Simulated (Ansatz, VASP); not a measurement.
## Two plane-wave programs on S

```
S
1.0
     2.35267    0.00000    0.00000
     0.00000    2.35267    0.00000
     0.00000    0.00000   18.00000
S
2
Direct
  0.50000 0.50000 0.40375
  0.50000 0.50000 0.59625
```

Alike in both runs: task single point; functional PBE; dispersion D3(BJ); k mesh 8 × 8 × 1; occupations gaussian, width 0.1 eV; no spin polarisation.

```csv
,VASP,Ansatz
version,VASP 6.6.1,Ansatz 0.2.0
potentials or method,"VASP PAW PBE potentials, release 64 (S), cutoff 520 eV","scalar-relativistic, plane waves, PAW"
valence electrons in the cell,12,12
```

|  | VASP | Ansatz | Ansatz less VASP |
| --- | --- | --- | --- |
| gap on the k mesh at the Fermi level (eV) | none | none | - |
| rms of the force components (eV/Å) | 0.018 | 0.018 | +0.0004 |

Atom by atom the forces differ by 0.000 eV/Å (rms over components). A gap of «none» marks a metal or a gap that the smearing closes. Ansatz's warnings: slab cell height set.
